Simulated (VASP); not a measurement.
# B5As4 in VASP: further runs

The runs below take B5As4 through single point, with PBE.

Program: VASP 6.6.1. These are calculated values, not measurements. Logs are shortened: lines on timing, memory, paths and dates and some standing lists are left out, and cuts for length are marked.

## Step 1: The cell of the first run

The cell holds a slab with vacuum, 9 atoms: a = 3.400 Å, b = 3.400 Å, c = 24.618 Å, α = 90.00°, β = 90.00°, γ = 90.00°.

## Step 2: Single point, PBE

File INCAR:

```
ALGO = Normal
DIPOL = 0.5 0.5 0.500
EDIFF = 1E-6
ENCUT = 520
GGA = PE
IDIPOL = 3
ISIF = 2
ISMEAR = 0
LASPH = T
LCHARG = F
LDIPOL = T
LREAL = F
LWAVE = F
NBANDS = 28
NELM = 60
PREC = Accurate
SIGMA = 0.05
```

File KPOINTS:

```
k-points
0
Gamma
  8 8 1
```

File POSCAR:

```
B5As4
1.0
    3.4003508741      0.0000000000      0.0000000000
    0.0000000000      3.4003508741      0.0000000000
    0.0000000000      0.0000000000     24.6176446460
B As
5 4
Direct
    0.5000000000      0.5000000000      0.3046595281
    0.0000000000      0.0000000000      0.4023297640
    0.5000000000      0.5000000000      0.5000000000
    0.0000000000      0.0000000000      0.5976702360
    0.5000000000      0.5000000000      0.6953404719
    0.5000000000      0.0000000000      0.3534946461
    0.0000000000      0.5000000000      0.4511648820
    0.5000000000      0.0000000000      0.5488351180
    0.0000000000      0.5000000000      0.6465053539
```

Potentials or basis: VASP PAW PBE potentials, release 64 (B, As).

Command:

```
cat potpaw_PBE.64/B/POTCAR potpaw_PBE.64/As/POTCAR > POTCAR
mpirun -np 1 vasp_std > vasp.out
```

OUTCAR:

```text
EDIFF = 1E-6
   ENCUT = 520
   GGA = PE
   ISIF = 2
   ISMEAR = 0
   LASPH = T
   LREAL = F
   NELM = 60
   PREC = Accurate

 ion  position               nearest neighbor table
   1  0.500  0.500  0.305-   6 2.08   6 2.08
   2  0.000  0.000  0.402-   6 2.08   6 2.08   7 2.08   7 2.08
   3  0.500  0.500  0.500-   7 2.08   8 2.08   8 2.08   7 2.08
   4  0.000  0.000  0.598-   9 2.08   9 2.08   8 2.08   8 2.08
   5  0.500  0.500  0.695-   9 2.08   9 2.08
   6  0.500  0.000  0.353-   2 2.08   2 2.08   1 2.08   1 2.08
   7  0.000  0.500  0.451-   2 2.08   3 2.08   2 2.08   3 2.08
   8  0.500  0.000  0.549-   3 2.08   4 2.08   3 2.08   4 2.08
   9  0.000  0.500  0.647-   4 2.08   4 2.08   5 2.08   5 2.08

  LATTYP: Found a simple tetragonal cell.
 ALAT       =     3.4003508741
 C/A-ratio  =     7.2397365912

  Lattice vectors:

 A1 = (   3.4003508741,   0.0000000000,   0.0000000000)
 A2 = (   0.0000000000,   3.4003508741,   0.0000000000)
 A3 = (   0.0000000000,   0.0000000000,  24.6176446460)

Analysis of symmetry for initial positions (statically):
=====================================================================
 Subroutine PRICEL returns:
 Original cell was already a primitive cell.

 Routine SETGRP: Setting up the symmetry group for a
 simple tetragonal supercell.

 Subroutine GETGRP returns: Found  8 space group operations
 (whereof  8 operations were pure point group operations)
 out of a pool of 16 trial point group operations.

The static configuration has the point symmetry D_2d.

Analysis of symmetry for dynamics (positions and initial velocities):
=====================================================================
 Subroutine PRICEL returns:
 Original cell was already a primitive cell.

 Routine SETGRP: Setting up the symmetry group for a
 simple tetragonal supercell.

 Subroutine GETGRP returns: Found  8 space group operations
 (whereof  8 operations were pure point group operations)
 out of a pool of 16 trial point group operations.

The dynamic configuration has the point symmetry D_2d.

 Subroutine INISYM returns: Found  8 space group operations
 (whereof  8 operations are pure point group operations),
 and found     1 'primitive' translations

----------------------------------------------------------------------------------------

                                     Primitive cell

  volume of cell :     284.6387

  direct lattice vectors                    reciprocal lattice vectors
     3.400350874  0.000000000  0.000000000     0.294087298  0.000000000  0.000000000
     0.000000000  3.400350874  0.000000000     0.000000000  0.294087298  0.000000000
     0.000000000  0.000000000 24.617644646     0.000000000  0.000000000  0.040621270

  length of vectors
     3.400350874  3.400350874 24.617644646     0.294087298  0.294087298  0.040621270

  position of ions in fractional coordinates (direct lattice)
     0.500000000  0.500000000  0.304659528
     0.000000000  0.000000000  0.402329764
     0.500000000  0.500000000  0.500000000
     0.000000000  0.000000000  0.597670236
     0.500000000  0.500000000  0.695340472
     0.500000000  0.000000000  0.353494646
     0.000000000  0.500000000  0.451164882
     0.500000000  0.000000000  0.548835118
     0.000000000  0.500000000  0.646505354

  ion indices of the primitive-cell ions
   primitive index   ion index
                 1           1
                 2           2
                 3           3
                 4           4
                 5           5
                 6           6
                 7           7
                 8           8
                 9           9

----------------------------------------------------------------------------------------

 KPOINTS: k-points

Automatic generation of k-mesh.
 Grid dimensions read from file:
 generate k-points for:    8    8    1

 Generating k-lattice:

  Cartesian coordinates                     Fractional coordinates (reciprocal lattice)
     0.036760912  0.000000000  0.000000000     0.125000000  0.000000000  0.000000000
     0.000000000  0.036760912  0.000000000     0.000000000  0.125000000  0.000000000
     0.000000000  0.000000000  0.040621270     0.000000000  0.000000000  1.000000000

  Length of vectors
     0.036760912  0.036760912  0.040621270

  Shift w.r.t. Gamma in fractional coordinates (k-lattice)
     0.000000000  0.000000000  0.000000000

 Subroutine IBZKPT returns following result:
 ===========================================

 Found     15 irreducible k-points:

 Following reciprocal coordinates:
            Coordinates               Weight
  0.000000  0.000000  0.000000      1.000000
  0.125000  0.000000  0.000000      4.000000
  0.250000  0.000000  0.000000      4.000000
  0.375000  0.000000  0.000000      4.000000
  0.500000  0.000000  0.000000      2.000000
  0.125000  0.125000  0.000000      4.000000
  0.250000  0.125000  0.000000      8.000000
  0.375000  0.125000  0.000000      8.000000
  0.500000  0.125000  0.000000      4.000000
  0.250000  0.250000  0.000000      4.000000
  0.375000  0.250000  0.000000      8.000000
  0.500000  0.250000  0.000000      4.000000
  0.375000  0.375000  0.000000      4.000000
  0.500000  0.375000  0.000000      4.000000
  0.500000  0.500000  0.000000      1.000000
   k-points           NKPTS =     15   k-points in BZ     NKDIM =     15   number of bands    NBANDS=     28
   number of dos      NEDOS =    301   number of ions     NIONS =      9
   total plane-waves  NPLWV = 150528
   dimension x,y,z NGX =    28 NGY =   28 NGZ =  192
   dimension x,y,z NGXF=    56 NGYF=   56 NGZF=  384
   ions per type =               5   4
   NGX,Y,Z   is equivalent  to a cutoff of  13.69, 13.69, 12.97 a.u.
   NGXF,Y,Z  is equivalent  to a cutoff of  27.38, 27.38, 25.93 a.u.
 SYSTEM =  unknown system
   PREC   = accura    normal or accurate (medium, high low for compatibility)
   ISTART =      0    job   : 0-new  1-cont  2-samecut
   ICHARG =      2    charge: 1-file 2-atom 10-const
   ISPIN  =      1    spin polarized calculation?
   LNONCOLLINEAR =      F non collinear calculations
   LSORBIT =      F    spin-orbit coupling
   LASPH  =      T    aspherical Exc in radial PAW
   ENCUT  =  520.0 eV  38.22 Ry    6.18 a.u.   6.32  6.32 45.77*2*pi/ulx,y,z
   NELM   =     60;   NELMIN=  2; NELMDL= -5     # of ELM steps
   EDIFF  = 0.1E-05   stopping-criterion for ELM
   LREAL  =      F    real-space projection
   EDIFFG = 0.1E-04   stopping-criterion for IOM
   NSW    =      0    number of steps for IOM
   IBRION =     -1    ionic relax: 0-MD 1-quasi-New 2-CG
   NFREE  =      0    steps in history (QN), initial steepest desc. (CG)
   ISIF   =      2    stress and relaxation
   ISYM   =      2    0-nonsym 1-usesym 2-fastsym
   POTIM  = 0.5000    time-step for ionic-motion
   TEBEG  =    0.0;   TEEND  =   0.0 temperature during run
   PSTRESS=    0.0 pullay stress
   NELECT =      35.0000    total number of electrons
   NUPDOWN=      -1.0000    fix difference up-down
   EMIN   =  10.00;   EMAX   =-10.00  energy-range for DOS
   EFERMI =   0.00;   METHOD = LEGACY
   ISMEAR =     0;   SIGMA  =   0.05  broadening in eV -4-tet -1-fermi 0-gaus
   EFERMI_NEDOS =   21; number of points for ismear=-14 and -15
   IALGO  =     38    algorithm
   IMIX   =      4    mixing-type and parameters
     AMIX     =   0.40;   BMIX     =  1.00
     AMIX_MAG =   1.60;   BMIX_MAG =  1.00
  volume/ion in A,a.u.               =      31.63       213.43
  Fermi-wavevector in a.u.,A,eV,Ry     =   0.814078  1.538385  9.016901  0.662724
  Thomas-Fermi vector in A             =   1.923920
   LORBIT       =      0    0 simple, 1 ext, 2 COOP (PROOUT), +10 PAW based schemes
   GGA     = PE    functional components
   LHFCALC =     F    Hartree Fock is set to
   AEXX    =    0.0000 exact exchange contribution
   IVDW    =     0    specifies the selected vdW correction
   LEPSILON=     F    determine dielectric tensor
   LRPA    =     F    only Hartree local field effects (RPA)
 non-spin polarized calculation
 Gauss-broadening in eV      SIGMA  =   0.05
  energy-cutoff  :      520.00
  volume of cell :      284.64
 maximum number of plane-waves:      7708
 NGX is ok and might be reduce to    28
   NGX = 13   NGY = 13   NGZ = 91

 dipolmoment           0.000000      0.000000      0.000000 electrons x Angstroem

 number of electron      35.0000001 magnetization

 dipolmoment           0.000000      0.000000     -0.000000 electrons x Angstroem

 Free energy of the ion-electron system (eV)
  ---------------------------------------------------
  ext. energy  EPLUGINS =         0.00000000
  ---------------------------------------------------
  free energy    TOTEN  =       -45.35904028 eV

  energy without entropy =      -45.34815645  energy(sigma->0) =      -45.35359837

 E-fermi :  -0.7765     XC(G=0):  -5.2829

 val. band max:       -0.7941690967   @ k =   0.5000   0.5000   0.0000
 cond. band min:      -0.7682636631   @ k =   0.5000   0.1250   0.0000
 fundamental gap:      0.0259054336
 Fermi energy:        -0.7764980549

 k-point     1 :       0.0000    0.0000    0.0000
  band No.  band energies     occupation
      1     -15.9729      2.00000
      2     -15.1724      2.00000
      3     -14.0375      2.00000
      4     -12.8011      2.00000
      5      -8.8723      2.00000
      6      -7.2819      2.00000
[... 20 lines left out ...]
     27       3.6651      0.00000
     28       3.7219      0.00000

 k-point     2 :       0.1250    0.0000    0.0000
  band No.  band energies     occupation
      1     -15.8076      2.00000
      2     -15.0169      2.00000
      3     -13.9046      2.00000
      4     -12.7194      2.00000
      5      -8.8000      2.00000
      6      -7.4091      2.00000
[... 395 lines left out ...]
 k-point    15 :       0.5000    0.5000    0.0000
  band No.  band energies     occupation
      1     -12.0953      2.00000
      2     -12.0953      2.00000
      3     -11.7772      2.00000
      4     -11.7772      2.00000
      5      -9.2912      2.00000
      6      -9.2885      2.00000
[... 20 lines left out ...]
     27       4.0948      0.00000
     28       4.0948      0.00000

------------------------ aborting loop because EDIFF is reached ----------------------------------------

 vacuum level on the upper side and lower side of the slab       (xc-potential included)        -0.078        -0.078

  FORCE on cell =-STRESS in cart. coord.  units (eV):
  Direction    XX          YY          ZZ          XY          YZ          ZX
  --------------------------------------------------------------------------------------
  -------------------------------------------------------------------------------------
  Total       -1.0074136     -1.0074136     -2.6518236      0.0000000      0.0000000     -0.0000000
  in kB       -5.6705402     -5.6705402    -14.9266122      0.0000000      0.0000000     -0.0000000
  external PRESSURE =      -8.7558975 kB  Pullay stress =       0.0000000 kB

 VOLUME and BASIS-vectors are now :
 -----------------------------------------------------------------------------
  energy-cutoff  :      520.00
  volume of cell :      284.64
      direct lattice vectors                 reciprocal lattice vectors
     3.400350874  0.000000000  0.000000000     0.294087298  0.000000000  0.000000000
     0.000000000  3.400350874  0.000000000     0.000000000  0.294087298  0.000000000
     0.000000000  0.000000000 24.617644646     0.000000000  0.000000000  0.040621270

 POSITION                                       TOTAL-FORCE (eV/Angst)
 -----------------------------------------------------------------------------------
      1.70018      1.70018      7.50000         0.000000      0.000000      1.199314
      0.00000      0.00000      9.90441         0.000000     -0.000000      0.168857
      1.70018      1.70018     12.30882         0.000000      0.000000      0.000000
      0.00000      0.00000     14.71323        -0.000000     -0.000000     -0.168857
      1.70018      1.70018     17.11764         0.000000     -0.000000     -1.199314
      1.70018      0.00000      8.70221         0.000000     -0.000000     -1.285482
      0.00000      1.70018     11.10662        -0.000000     -0.000000     -0.185778
      1.70018      0.00000     13.51103         0.000000     -0.000000      0.185778
      0.00000      1.70018     15.91544         0.000000     -0.000000      1.285482
 -----------------------------------------------------------------------------------
    total drift:                                0.000000      0.000000      0.000000

  FREE ENERGIE OF THE ION-ELECTRON SYSTEM (eV)
  ---------------------------------------------------
  free  energy   TOTEN  =       -45.3590402789 eV

  energy  without entropy=      -45.3481564518  energy(sigma->0) =      -45.35359837

 vacuum level on the upper side and lower side of the slab         4.968         4.968
```

Wall time 1.9 min (1 thread of Intel Xeon 6975P-C (Granite Rapids), shared host); peak memory 0.41 GiB.

Results:

```
Free energy            : -45.3590 eV
Largest force          : 1.285 eV/Å
Band gap on the k mesh : zero (an odd number of electrons rules out a gap without spin polarisation)
```

Forces on the atoms (eV/Å):
```
B    0.000  0.000  1.199
B    0.000  0.000  0.169
B    0.000  0.000  0.000
B    0.000  0.000 -0.169
B    0.000  0.000 -1.199
As   0.000  0.000 -1.285
As   0.000  0.000 -0.186
As   0.000  0.000  0.186
As   0.000  0.000  1.285
```

Caveat: an odd number of electrons without spin polarisation forces a metal; a magnetic or distorted state may lie lower.

## Step 3: Single point, PBE

File INCAR:

```
SYSTEM = B5As4
ALGO = Normal
DIPOL = 0.5 0.5 0.500
EDIFF = 1E-6
ENCUT = 520
GGA = PE
IDIPOL = 3
ISIF = 2
ISMEAR = 0
LASPH = .True.
LCHARG = .True.
LDIPOL = .True.
LELF = .True.
LREAL = .False.
LVACPOTAV = .True.
LVHAR = .True.
LWAVE = .False.
NBANDS = 28
NELM = 100
PREC = Accurate
SIGMA = 0.05
```

File KPOINTS:

```
k-points
0
Gamma
  8 8 1
  0 0 0
```

File POSCAR:

```
B5As4
1.0
    3.4003508741      0.0000000000      0.0000000000
    0.0000000000      3.4003508741      0.0000000000
    0.0000000000      0.0000000000     24.6176446460
B As
5 4
Direct
    0.5000000000      0.5000000000      0.3108718372
    0.0000000000      0.0000000000      0.4027773058
    0.5000000000      0.5000000000      0.5000000023
    0.0000000000      0.0000000000      0.5972226948
    0.5000000000      0.5000000000      0.6891281633
    0.5000000000      0.0000000000      0.3524140282
    0.0000000000      0.5000000000      0.4509837232
    0.5000000000      0.0000000000      0.5490162789
    0.0000000000      0.5000000000      0.6475859664
```

Potentials or basis: VASP PAW PBE potentials, release 64 (B, As).

Command:

```
cat potpaw_PBE.64/B/POTCAR potpaw_PBE.64/As/POTCAR > POTCAR
mpirun -np 1 vasp_std > vasp.out
```

Run time: 1.9 min. Hardware: 1 thread of Intel Xeon 6975P-C (Granite Rapids), shared host; peak memory 0.41 GiB.

Results (log left out):

| Quantity | Value |
| --- | --- |
| Free energy | -45.5800 eV |
| Largest force | 0.056 eV/Å |
| Band gap on the k mesh | zero (an odd number of electrons rules out a gap without spin polarisation) |

Forces on the atoms (eV/Å):
```
B    0.000  0.000 -0.056
B    0.000  0.000 -0.011
B    0.000  0.000  0.000
B    0.000  0.000  0.011
B    0.000  0.000  0.056
As   0.000  0.000  0.017
As   0.000  0.000  0.011
As   0.000  0.000 -0.011
As   0.000  0.000 -0.017
```

Levels at points of the mesh, in eV from the Fermi level:
```
           k point  band 16  band 17  band 18  band 19  band 20  band 21
(0.00, 0.00, 0.00)    -1.19    -0.07     0.32     1.10     1.20     1.87
(0.50, 0.00, 0.00)    -2.02    -0.50    -0.01     0.57     2.47     2.86
(0.50, 0.50, 0.00)    -4.40    -0.68    -0.68    -0.30    -0.04     1.94
```

Caveat: an odd number of electrons without spin polarisation forces a metal; a magnetic or distorted state may lie lower.

## Step 4: Single point, PBE

File INCAR:

```
SYSTEM = B5As4
ALGO = Normal
DIPOL = 0.5 0.5 0.500
EDIFF = 1E-6
ENCUT = 520
GGA = PE
IDIPOL = 3
ISIF = 2
ISMEAR = 0
LASPH = .TRUE.
LCHARG = .FALSE.
LDIPOL = .TRUE.
LREAL = .FALSE.
LWAVE = .FALSE.
NBANDS = 28
NELM = 60
PREC = Accurate
SIGMA = 0.05
```

File KPOINTS:

```
k-points
0
G
  8 8 1
  0 0 0
```

File POSCAR:

```
B5As4
1.0
    3.4003508741      0.0000000000      0.0000000000
    0.0000000000      3.4003508741      0.0000000000
    0.0000000000      0.0000000000     24.6176446460
B As
5 4
Direct
    0.5000000000      0.5000000000      0.3046595281
    0.0000000000      0.0000000000      0.4023297640
    0.5000000000      0.5000000000      0.5000000000
    0.0000000000      0.0000000000      0.5976702360
    0.5000000000      0.5000000000      0.6953404719
    0.5000000000      0.0000000000      0.3534946461
    0.0000000000      0.5000000000      0.4511648820
    0.5000000000      0.0000000000      0.5488351180
    0.0000000000      0.5000000000      0.6465053539
```

Command:

```
cat potpaw_PBE.64/B/POTCAR potpaw_PBE.64/As/POTCAR > POTCAR
mpirun -np 1 vasp_std > vasp.out
```

It took 1.9 min on 1 thread of Intel Xeon 6975P-C (Granite Rapids), shared host; peak memory 0.42 GiB.

The run converged. Its results:

| Property | Result |
| --- | --- |
| Free energy | -45.3590 eV |
| Largest force | 1.285 eV/Å |
| Band gap on the k mesh | zero (an odd number of electrons rules out a gap without spin polarisation) |

Forces in eV/Å, atoms in the order of the input:
```
B    0.000  0.000  1.199
B    0.000  0.000  0.169
B    0.000  0.000  0.000
B    0.000  0.000 -0.169
B    0.000  0.000 -1.199
As   0.000  0.000 -1.285
As   0.000  0.000 -0.186
As   0.000  0.000  0.186
As   0.000  0.000  1.285
```

Levels at points of the mesh, in eV from the Fermi level:
| k point | band 13 | band 14 | band 15 | band 16 | band 17 | band 18 | band 19 | band 20 | band 21 | band 22 |
| --- | --- | --- | --- | --- | --- | --- | --- | --- | --- | --- |
| (0.00, 0.00, 0.00) | -2.02 | -2.02 | -0.77 | -0.77 | -0.03 | 0.42 | 1.26 | 1.27 | 2.12 | 2.14 |
| (0.50, 0.00, 0.00) | -2.14 | -2.12 | -1.98 | -1.54 | -0.47 | 0.02 | 0.47 | 2.90 | 2.99 | 3.05 |
| (0.50, 0.50, 0.00) | -4.91 | -4.46 | -4.16 | -4.16 | -0.33 | -0.33 | -0.29 | -0.02 | 2.10 | 2.55 |

Caveat: an odd number of electrons without spin polarisation forces a metal; a magnetic or distorted state may lie lower.

## Step 5: Single point, PBE

File INCAR:

```
ALGO = Normal ; DIPOL = 0.5 0.5 0.500
EDIFF = 1E-6 ; ENCUT = 520
GGA = PE ; IDIPOL = 3
ISIF = 2 ; ISMEAR = 0
LASPH = True ; LCHARG = True
LDIPOL = True ; LELF = True
LREAL = False ; LVACPOTAV = True
LVHAR = True ; LWAVE = False
NBANDS = 28 ; NELM = 100
PREC = Accurate ; SIGMA = 0.05
```

File KPOINTS:

```
k-points
0
Gamma
  12 12 1
```

POSCAR is that of step 4.

Command:

```
cat potpaw_PBE.64/B/POTCAR potpaw_PBE.64/As/POTCAR > POTCAR
mpirun -np 1 vasp_std > vasp.out
```

Wall time 3.5 min (1 thread of Intel Xeon 6975P-C (Granite Rapids), shared host); peak memory 0.48 GiB.

It converged, with:

```yaml
Free_energy: -45.3606 eV
Largest_force: 1.292 eV/Å
Band_gap_on_the_k_mesh: zero (an odd number of electrons rules out a gap without spin polarisation)
```

Forces on the atoms (eV/Å):
```
B    0.000  0.000  1.184
B    0.000  0.000  0.177
B    0.000  0.000  0.000
B    0.000  0.000 -0.177
B    0.000  0.000 -1.184
As   0.000  0.000 -1.292
As   0.000  0.000 -0.166
As   0.000  0.000  0.166
As   0.000  0.000  1.292
```

Levels at points of the mesh, in eV from the Fermi level:
```csv
k point,band 15,band 16,band 17,band 18,band 19,band 20,band 21,band 22
"(0.00, 0.00, 0.00)",-0.75,-0.75,-0.02,0.43,1.28,1.29,2.13,2.15
"(0.50, 0.00, 0.00)",-1.96,-1.53,-0.46,0.02,0.48,2.91,3.01,3.06
"(0.50, 0.50, 0.00)",-4.14,-4.14,-0.32,-0.32,-0.28,-0.01,2.12,2.57
```

Caveat: an odd number of electrons without spin polarisation forces a metal; a magnetic or distorted state may lie lower.

## Step 6: Overview

| cell | k mesh | gap on the mesh (eV) | largest force (eV/Å) |
| --- | --- | --- | --- |
| as given, atomic positions A | 8 × 8 × 1 | none | 1.29 |
| as given, atomic positions B | 8 × 8 × 1 | none | 0.06 |
| as given, atomic positions A | 12 × 12 × 1 | none | 1.29 |

Alike in all rows: task single point; level PBE; potentials or basis VASP PAW PBE potentials, release 64 (B, As); no spin polarisation; cutoff (eV) 520; smearing gaussian 0.05 eV.

Caveats: an odd number of electrons without spin polarisation forces a metal; a magnetic or distorted state may lie lower.

Absolute energies hang on the potentials; compare differences alone.

The gap in the log of VASP goes by the Fermi energy; the results here count the filled bands.